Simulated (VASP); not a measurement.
# KBr (Fm-3m) in VASP: a series of runs

The runs below take KBr through single point, with r2SCAN.

Program: VASP 6.6.1. These are calculated values, not measurements. Logs are shortened: lines on timing, memory, paths and dates and some standing lists are left out, and cuts for length are marked.

## (1) The cell of the first run

The structure is cubic, space group Fm-3m (No. 225). The conventional cell has a = 6.387 Å, b = 6.387 Å, c = 6.387 Å, α = 90.00°, β = 90.00°, γ = 90.00°. Within 4.2 Å of K (site symmetry m-3m) lie 6 Br at 3.19 Å. Within 4.2 Å of Br (site symmetry m-3m) lie 6 K at 3.19 Å.

## (2) Single point, r2SCAN (strain -0.030 along x and y, -0.030 along z)

Input file POSCAR:

```
KBr
1.0
    0.0000000000      3.1937250000      3.1937250000
    3.1937250000      0.0000000000      3.1937250000
    3.1937250000      3.1937250000      0.0000000000
K Br
1 1
Direct
    0.0000000000      0.0000000000      0.0000000000
    0.5000000000      0.5000000000      0.5000000000
```

Input file INCAR.step1:

```
SYSTEM = KBr
PREC = Accurate ; ENCUT = 520
ISMEAR = 0 ; SIGMA = 0.05
LREAL = .FALSE. ; LASPH = .TRUE.
NELM = 100 ; NBANDS = 15
GGA = PE ; ALGO = Normal
EDIFF = 1E-4 ; LWAVE = .TRUE.
LCHARG = .FALSE.
```

Input file INCAR.step2:

```
SYSTEM = KBr
PREC = Accurate ; ENCUT = 520
EDIFF = 1E-6 ; ISMEAR = 0
SIGMA = 0.05 ; LREAL = .FALSE.
LASPH = .TRUE. ; NELM = 100
ALGO = Normal ; ISIF = 2
LWAVE = .FALSE. ; LCHARG = .FALSE.
METAGGA = R2SCAN ; LMIXTAU = .TRUE.
NBANDS = 15 ; ISTART = 1
```

Input file KPOINTS:

```
regular mesh
0
G
  6 6 6
  0 0 0
```

Potentials or basis: VASP PAW PBE potentials, release 64 (K_sv, Br).

Run with:

```bash
cat potpaw_PBE.64/K_sv/POTCAR potpaw_PBE.64/Br/POTCAR > POTCAR
cp INCAR.step1 INCAR
mpirun -np 1 vasp_std > vasp.out
cp INCAR.step2 INCAR
mpirun -np 1 vasp_std > vasp.out
```

OUTCAR:

```text
SYSTEM = KBr
   PREC = Accurate
   ENCUT = 520
   EDIFF = 1E-6
   ISMEAR = 0
   LREAL = .FALSE.
   LASPH = .TRUE.
   NELM = 100
   ISIF = 2
   METAGGA = R2SCAN
   ISTART = 1

 ion  position               nearest neighbor table
   1  0.000  0.000  0.000-   2 3.19   2 3.19   2 3.19   2 3.19   2 3.19   2 3.19
   2  0.500  0.500  0.500-   1 3.19   1 3.19   1 3.19   1 3.19   1 3.19   1 3.19

  LATTYP: Found a face centered cubic cell.
 ALAT       =     6.3874500000

  Lattice vectors:

 A1 = (   0.0000000000,   3.1937250000,   3.1937250000)
 A2 = (   3.1937250000,   0.0000000000,   3.1937250000)
 A3 = (   3.1937250000,   3.1937250000,   0.0000000000)

Analysis of symmetry for initial positions (statically):
=====================================================================
 Subroutine PRICEL returns:
 Original cell was already a primitive cell.

 Routine SETGRP: Setting up the symmetry group for a
 face centered cubic supercell.

 Subroutine GETGRP returns: Found 48 space group operations
 (whereof 48 operations were pure point group operations)
 out of a pool of 48 trial point group operations.

The static configuration has the point symmetry O_h .

Analysis of symmetry for dynamics (positions and initial velocities):
=====================================================================
 Subroutine PRICEL returns:
 Original cell was already a primitive cell.

 Routine SETGRP: Setting up the symmetry group for a
 face centered cubic supercell.

 Subroutine GETGRP returns: Found 48 space group operations
 (whereof 48 operations were pure point group operations)
 out of a pool of 48 trial point group operations.

The dynamic configuration has the point symmetry O_h .

 Subroutine INISYM returns: Found 48 space group operations
 (whereof 48 operations are pure point group operations),
 and found     1 'primitive' translations

----------------------------------------------------------------------------------------

                                     Primitive cell

  volume of cell :      65.1512

  direct lattice vectors                    reciprocal lattice vectors
     0.000000000  3.193725000  3.193725000    -0.156556998  0.156556998  0.156556998
     3.193725000  0.000000000  3.193725000     0.156556998 -0.156556998  0.156556998
     3.193725000  3.193725000  0.000000000     0.156556998  0.156556998 -0.156556998

  length of vectors
     4.516609209  4.516609209  4.516609209     0.271164676  0.271164676  0.271164676

  position of ions in fractional coordinates (direct lattice)
     0.000000000  0.000000000  0.000000000
     0.500000000  0.500000000  0.500000000

  ion indices of the primitive-cell ions
   primitive index   ion index
                 1           1
                 2           2

----------------------------------------------------------------------------------------

 KPOINTS: regular mesh

Automatic generation of k-mesh.
 Grid dimensions read from file:
 generate k-points for:    6    6    6

 Generating k-lattice:

  Cartesian coordinates                     Fractional coordinates (reciprocal lattice)
    -0.026092833  0.026092833  0.026092833     0.166666667  0.000000000  0.000000000
     0.026092833 -0.026092833  0.026092833     0.000000000  0.166666667  0.000000000
     0.026092833  0.026092833 -0.026092833     0.000000000  0.000000000  0.166666667

  Length of vectors
     0.045194113  0.045194113  0.045194113

  Shift w.r.t. Gamma in fractional coordinates (k-lattice)
     0.000000000  0.000000000  0.000000000

 Subroutine IBZKPT returns following result:
 ===========================================

 Found     16 irreducible k-points:

 Following reciprocal coordinates:
            Coordinates               Weight
  0.000000  0.000000  0.000000      1.000000
  0.166667  0.000000  0.000000      8.000000
  0.333333  0.000000  0.000000      8.000000
  0.500000  0.000000  0.000000      4.000000
  0.166667  0.166667  0.000000      6.000000
  0.333333  0.166667  0.000000     24.000000
[... 8 lines left out ...]
 -0.333333  0.333333  0.166667     24.000000
 -0.333333  0.500000  0.166667     12.000000
   k-points           NKPTS =     16   k-points in BZ     NKDIM =     16   number of bands    NBANDS=     15
   number of dos      NEDOS =    301   number of ions     NIONS =      2
   total plane-waves  NPLWV =  46656
   dimension x,y,z NGX =    36 NGY =   36 NGZ =   36
   dimension x,y,z NGXF=    72 NGYF=   72 NGZF=   72
   ions per type =               1   1
   NGX,Y,Z   is equivalent  to a cutoff of  13.25, 13.25, 13.25 a.u.
   NGXF,Y,Z  is equivalent  to a cutoff of  26.50, 26.50, 26.50 a.u.
 SYSTEM =  KBr
   PREC   = accura    normal or accurate (medium, high low for compatibility)
   ISTART =      1    job   : 0-new  1-cont  2-samecut
   ICHARG =      0    charge: 1-file 2-atom 10-const
   ISPIN  =      1    spin polarized calculation?
   LNONCOLLINEAR =      F non collinear calculations
   LSORBIT =      F    spin-orbit coupling
[... 31 lines left out ...]
   IVDW    =     0    specifies the selected vdW correction
   LEPSILON=     F    determine dielectric tensor
   LRPA    =     F    only Hartree local field effects (RPA)
 non-spin polarized calculation
 Gauss-broadening in eV      SIGMA  =   0.05
  energy-cutoff  :      520.00
  volume of cell :       65.15
 maximum number of plane-waves:      1807
 NGX is ok and might be reduce to    36
   NGX = 17   NGY = 17   NGZ = 17

 number of electron      16.0000001 magnetization

 Free energy of the ion-electron system (eV)
  ---------------------------------------------------
  ext. energy  EPLUGINS =         0.00000000
  ---------------------------------------------------
  free energy    TOTEN  =       -23.20580790 eV

  energy without entropy =      -23.20580790  energy(sigma->0) =      -23.20580790

 E-fermi :  -1.4344     XC(G=0):  -8.1816

 val. band max:       -1.7296186748   @ k =   0.0000   0.0000   0.0000
 cond. band min:       3.6504197636   @ k =   0.0000   0.0000   0.0000
 fundamental gap:      5.3800384385
 Fermi energy:        -1.4344399060

 k-point     1 :       0.0000    0.0000    0.0000
  band No.  band energies     occupation
      1     -30.4172      2.00000
      2     -14.5932      2.00000
      3     -13.1324      2.00000
      4     -13.1324      2.00000
      5     -13.1323      2.00000
      6      -1.7296      2.00000
      7      -1.7296      2.00000
      8      -1.7296      2.00000
      9       3.6504      0.00000
     10       6.4976      0.00000
     11       6.4976      0.00000
     12       6.4976      0.00000
     13       7.5433      0.00000
     14       7.5433      0.00000
     15      10.5955      0.00000

 k-point     2 :       0.1667    0.0000    0.0000
  band No.  band energies     occupation
      1     -30.4149      2.00000
      2     -14.6516      2.00000
      3     -13.1338      2.00000
      4     -13.1338      2.00000
      5     -13.0477      2.00000
      6      -2.1498      2.00000
      7      -1.8415      2.00000
      8      -1.8415      2.00000
      9       4.3602      0.00000
     10       6.3477      0.00000
     11       6.8707      0.00000
     12       6.8707      0.00000
     13       7.9775      0.00000
     14       7.9775      0.00000
     15      11.6762      0.00000

 k-point     3 :       0.3333    0.0000    0.0000
  band No.  band energies     occupation
      1     -30.4102      2.00000
      2     -14.7537      2.00000
      3     -13.1366      2.00000
      4     -13.1366      2.00000
      5     -12.8917      2.00000
      6      -2.8209      2.00000
      7      -2.0499      2.00000
      8      -2.0499      2.00000
      9       5.3506      0.00000
     10       6.8557      0.00000
     11       7.8757      0.00000
     12       7.8757      0.00000
     13       9.0650      0.00000
     14       9.0650      0.00000
     15      11.2139      0.00000
[... 199 lines left out ...]
 k-point    15 :      -0.3333    0.3333    0.1667
  band No.  band energies     occupation
      1     -30.4057      2.00000
      2     -14.6396      2.00000
      3     -13.2034      2.00000
      4     -13.1843      2.00000
      5     -12.9747      2.00000
      6      -2.6907      2.00000
      7      -2.3454      2.00000
      8      -2.2056      2.00000
      9       6.1802      0.00000
     10       6.5517      0.00000
     11       8.1096      0.00000
     12       8.6156      0.00000
     13       9.6726      0.00000
     14      10.1672      0.00000
     15      10.7378      0.00000

 k-point    16 :      -0.3333    0.5000    0.1667
  band No.  band energies     occupation
      1     -30.4051      2.00000
      2     -14.5496      2.00000
      3     -13.2451      2.00000
      4     -13.2047      2.00000
      5     -13.0528      2.00000
      6      -2.5412      2.00000
      7      -2.2927      2.00000
      8      -2.2450      2.00000
      9       5.3593      0.00000
     10       7.4053      0.00000
     11       7.4542      0.00000
     12       8.7617      0.00000
     13       9.4081      0.00000
     14      10.1677      0.00000
     15      10.8877      0.00000

------------------------ aborting loop because EDIFF is reached ----------------------------------------

  FORCE on cell =-STRESS in cart. coord.  units (eV):
  Direction    XX          YY          ZZ          XY          YZ          ZX
  --------------------------------------------------------------------------------------
  -------------------------------------------------------------------------------------
  Total        0.8579966      0.8579966      0.8579966      0.0000000     -0.0000000     -0.0000000
  in kB       21.0995687     21.0995687     21.0995687      0.0000000     -0.0000000     -0.0000000
  external PRESSURE =      21.0995687 kB  Pullay stress =       0.0000000 kB

 VOLUME and BASIS-vectors are now :
 -----------------------------------------------------------------------------
  energy-cutoff  :      520.00
  volume of cell :       65.15
      direct lattice vectors                 reciprocal lattice vectors
     0.000000000  3.193725000  3.193725000    -0.156556998  0.156556998  0.156556998
     3.193725000  0.000000000  3.193725000     0.156556998 -0.156556998  0.156556998
     3.193725000  3.193725000  0.000000000     0.156556998  0.156556998 -0.156556998

 POSITION                                       TOTAL-FORCE (eV/Angst)
 -----------------------------------------------------------------------------------
      0.00000      0.00000      0.00000        -0.000000      0.000000     -0.000000
      3.19373      3.19373      3.19373         0.000000     -0.000000      0.000000
 -----------------------------------------------------------------------------------
    total drift:                                0.000000      0.000000      0.000000

  FREE ENERGIE OF THE ION-ELECTRON SYSTEM (eV)
  ---------------------------------------------------
  free  energy   TOTEN  =       -23.2058078985 eV

  energy  without entropy=      -23.2058078985  energy(sigma->0) =      -23.20580790
```

It took 44 s on 1 thread of AMD EPYC 9R45 (Zen 5), shared host; peak memory 0.19 GiB.

Results:

```
Free energy            : -23.2058 eV
Pressure               : 2.1 GPa
Band gap on the k mesh : 5.38 eV
```

Caveat: the cell differs from its parent crystal (strain -0.030 along x and y, -0.030 along z); the PAW data sets were made with another functional, which shifts forces and pressure a little.

## (3) Single point, r2SCAN (strain -0.015 along x and y, -0.015 along z)

Input file POSCAR:

```
KBr
1.0
    0.0000000000      3.2431125000      3.2431125000
    3.2431125000      0.0000000000      3.2431125000
    3.2431125000      3.2431125000      0.0000000000
K Br
1 1
Direct
    0.0000000000      0.0000000000      0.0000000000
    0.5000000000      0.5000000000      0.5000000000
```

Input file INCAR.step1:

```
  PREC = Accurate
  ENCUT = 520
  ISMEAR = 0
  SIGMA = 0.05
  LREAL = F
  LASPH = T
  NELM = 60
  NBANDS = 15
  GGA = PE
  ALGO = Normal
  EDIFF = 1E-4
  LWAVE = T
  LCHARG = F
```

Input file INCAR.step2:

```
  PREC = Accurate
  ENCUT = 520
  EDIFF = 1E-6
  ISMEAR = 0
  SIGMA = 0.05
  LREAL = F
  LASPH = T
  NELM = 60
  ALGO = Normal
  ISIF = 2
  LWAVE = F
  LCHARG = T
  METAGGA = R2SCAN
  LMIXTAU = T
  LELF = T
  LVHAR = T
  NBANDS = 15
  ISTART = 1
```

Input file KPOINTS:

```
regular mesh
0
Gamma
  6 6 6
```

Potentials or basis: VASP PAW PBE potentials, release 64 (K_sv, Br).

Run with:

```bash
cat potpaw_PBE.64/K_sv/POTCAR potpaw_PBE.64/Br/POTCAR > POTCAR
cp INCAR.step1 INCAR
mpirun -np 1 vasp_std > vasp.out
cp INCAR.step2 INCAR
mpirun -np 1 vasp_std > vasp.out
```

Wall time 49 s (1 thread of AMD EPYC 9R45 (Zen 5), shared host); peak memory 0.2 GiB.

Results (log left out):

```
Free energy            : -23.2360 eV
Pressure               : 1.0 GPa
Band gap on the k mesh : 5.23 eV
```

Levels at points of the mesh, in eV from the valence-band top:
```csv
k point,band 6,band 7,band 8,band 9,band 10,band 11
"(0.00, 0.00, 0.00)",0.00,0.00,0.00,5.23,8.24,8.24
"(0.50, 0.00, 0.00)",-1.27,-0.37,-0.37,7.25,9.07,10.67
"(0.50, 0.50, 0.00)",-0.88,-0.31,-0.31,6.29,8.23,10.29
```

Caveat: the cell differs from its parent crystal (strain -0.015 along x and y, -0.015 along z); the PAW data sets were made with another functional, which shifts forces and pressure a little.

## (4) Single point, r2SCAN (strain +0.015 along x and y, +0.015 along z)

Input file POSCAR:

```
KBr
1.0
    0.0000000000      3.3418875000      3.3418875000
    3.3418875000      0.0000000000      3.3418875000
    3.3418875000      3.3418875000      0.0000000000
K Br
1 1
Direct
    0.0000000000      0.0000000000      0.0000000000
    0.5000000000      0.5000000000      0.5000000000
```

Input file INCAR.step1:

```
SYSTEM = KBr
ALGO     = Normal         ! electronic algorithm
EDIFF    = 1E-4           ! SCF threshold, eV
ENCUT    = 520            ! plane-wave cutoff, eV
GGA      = PE             ! functional
ISMEAR   = 0              ! smearing method
LASPH    = .TRUE.         ! aspherical terms in the spheres
LCHARG   = .FALSE.        ! write CHGCAR
LREAL    = .FALSE.        ! projectors in reciprocal space
LWAVE    = .TRUE.         ! write WAVECAR
NBANDS   = 15             ! bands
NELM     = 60             ! most SCF steps
PREC     = Accurate       ! precision mode
SIGMA    = 0.05           ! smearing width, eV
```

Input file INCAR.step2:

```
SYSTEM = KBr
ALGO     = Normal         ! electronic algorithm
EDIFF    = 1E-6           ! SCF threshold, eV
ENCUT    = 520            ! plane-wave cutoff, eV
ISIF     = 2              ! what is computed and relaxed
ISMEAR   = 0              ! smearing method
ISTART   = 1            
LASPH    = .TRUE.         ! aspherical terms in the spheres
LCHARG   = .FALSE.        ! write CHGCAR
LMIXTAU  = .TRUE.       
LREAL    = .FALSE.        ! projectors in reciprocal space
LWAVE    = .FALSE.        ! write WAVECAR
METAGGA  = R2SCAN         ! meta-GGA
NBANDS   = 15             ! bands
NELM     = 60             ! most SCF steps
PREC     = Accurate       ! precision mode
SIGMA    = 0.05           ! smearing width, eV
```

Input file KPOINTS:

```
k-points
0
G
  6 6 6
  0 0 0
```

Run with:

```bash
cat potpaw_PBE.64/K_sv/POTCAR potpaw_PBE.64/Br/POTCAR > POTCAR
cp INCAR.step1 INCAR
mpirun -np 1 vasp_std > vasp.out
cp INCAR.step2 INCAR
mpirun -np 1 vasp_std > vasp.out
```

Wall time 45 s (1 thread of AMD EPYC 9R45 (Zen 5), shared host); peak memory 0.18 GiB.

Results (log left out):

```
Free energy            : -23.2451 eV
Pressure               : -0.5 GPa
Band gap on the k mesh : 4.97 eV
```

Levels at points of the mesh, in eV from the valence-band top:
```csv
k point,band 4,band 5,band 6,band 7,band 8,band 9,band 10,band 11,band 12,band 13
"(0.00, 0.00, 0.00)",-11.67,-11.67,0.00,0.00,0.00,4.97,8.23,8.23,8.23,9.19
"(0.50, 0.00, 0.00)",-11.67,-11.44,-1.09,-0.30,-0.30,7.05,8.73,10.43,10.43,10.69
"(0.50, 0.50, 0.00)",-11.70,-11.70,-0.78,-0.27,-0.27,6.40,7.89,9.92,10.15,10.43
```

Caveat: the cell differs from its parent crystal (strain +0.015 along x and y, +0.015 along z); the PAW data sets were made with another functional, which shifts forces and pressure a little.

## (5) Single point, r2SCAN (strain +0.030 along x and y, +0.030 along z)

Input file POSCAR:

```
KBr
1.0
    0.0000000000      3.3912750000      3.3912750000
    3.3912750000      0.0000000000      3.3912750000
    3.3912750000      3.3912750000      0.0000000000
K Br
1 1
Direct
    0.0000000000      0.0000000000      0.0000000000
    0.5000000000      0.5000000000      0.5000000000
```

Input file INCAR.step1:

```
SYSTEM = KBr
ALGO     = Normal         ! electronic algorithm
EDIFF    = 1E-4           ! SCF threshold, eV
ENCUT    = 520            ! plane-wave cutoff, eV
GGA      = PE             ! functional
ISMEAR   = 0              ! smearing method
LASPH    = .True.         ! aspherical terms in the spheres
LCHARG   = .False.        ! write CHGCAR
LREAL    = .False.        ! projectors in reciprocal space
LWAVE    = .True.         ! write WAVECAR
NBANDS   = 15             ! bands
NELM     = 80             ! most SCF steps
PREC     = Accurate       ! precision mode
SIGMA    = 0.05           ! smearing width, eV
```

Input file INCAR.step2:

```
SYSTEM = KBr
ALGO     = Normal         ! electronic algorithm
EDIFF    = 1E-6           ! SCF threshold, eV
ENCUT    = 520            ! plane-wave cutoff, eV
ISIF     = 2              ! what is computed and relaxed
ISMEAR   = 0              ! smearing method
ISTART   = 1            
LASPH    = .True.         ! aspherical terms in the spheres
LCHARG   = .False.        ! write CHGCAR
LMIXTAU  = .True.       
LREAL    = .False.        ! projectors in reciprocal space
LWAVE    = .False.        ! write WAVECAR
METAGGA  = R2SCAN         ! meta-GGA
NBANDS   = 15             ! bands
NELM     = 80             ! most SCF steps
PREC     = Accurate       ! precision mode
SIGMA    = 0.05           ! smearing width, eV
```

Input file KPOINTS:

```
k-points
0
Gamma
  6 6 6
  0 0 0
```

Run with:

```bash
cat potpaw_PBE.64/K_sv/POTCAR potpaw_PBE.64/Br/POTCAR > POTCAR
cp INCAR.step1 INCAR
mpirun -np 1 vasp_std > vasp.out
cp INCAR.step2 INCAR
mpirun -np 1 vasp_std > vasp.out
```

Wall time 44 s (1 thread of AMD EPYC 9R45 (Zen 5), shared host); peak memory 0.18 GiB.

It converged, with:

* Free energy: -23.2293 eV
* Pressure: -1.0 GPa
* Band gap on the k mesh: 4.86 eV

Levels at points of the mesh, in eV from the valence-band top:
```
           k point  band 6  band 7  band 8  band 9  band 10  band 11
(0.00, 0.00, 0.00)    0.00    0.00    0.00    4.86     8.22     8.22
(0.50, 0.00, 0.00)   -1.01   -0.27   -0.27    6.95     8.56    10.31
(0.50, 0.50, 0.00)   -0.74   -0.26   -0.26    6.44     7.73     9.67
```

Caveat: the cell differs from its parent crystal (strain +0.030 along x and y, +0.030 along z); the PAW data sets were made with another functional, which shifts forces and pressure a little.

## (6) The runs side by side

```csv
cell,gap on the mesh (eV),pressure (GPa)
"a = 4.517 Å, angles 60.0°, 2 atoms",5.38,2.1
"a = 4.586 Å, angles 60.0°, 2 atoms",5.23,1.0
"a = 4.726 Å, angles 60.0°, 2 atoms",4.97,-0.5
"a = 4.796 Å, angles 60.0°, 2 atoms",4.86,-1.0
```

Alike in all rows: task single point; level r2SCAN; potentials or basis VASP PAW PBE potentials, release 64 (K_sv, Br); no spin polarisation; k mesh 6 × 6 × 6; cutoff (eV) 520; smearing gaussian 0.05 eV.

Caveats: the PAW data sets were made with another functional, which shifts forces and pressure a little.

Absolute energies hang on the potentials; compare differences alone.
